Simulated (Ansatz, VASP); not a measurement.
# Two plane-wave programs on AlAs

```
Al As
1.0
     0.00000    2.83892    2.83892
     2.83892    0.00000    2.83892
     2.83892    2.83892    0.00000
Al As
1 1
Direct
  0.00000 0.00000 0.00000
  0.25000 0.25000 0.25000
```

Alike in both runs: task single point; functional r2SCAN; k mesh 6 × 6 × 6; no spin polarisation.

|  | VASP | Ansatz |
| --- | --- | --- |
| version | VASP 6.6.1 | Ansatz 0.2.0 |
| potentials or method | VASP PAW PBE potentials, release 64 (Al, As) | plane waves, PAW |
| plane-wave cutoff (eV) | 550 | 500 |
| occupations | gaussian, width 0.01 eV | fixed |
| valence electrons in the cell | 8 | 18 |

```tsv
	VASP	Ansatz	Ansatz less VASP
gap on the k mesh at the Fermi level (eV)	1.80	1.81	+0.009
pressure (GPa)	0.0	0.0	+0.04
```

VASP's potentials were made for PBE, not for r2SCAN. VASP's potentials hold 8 valence electrons a cell and Ansatz's 18, so a difference there can come from the potentials and not from the codes.
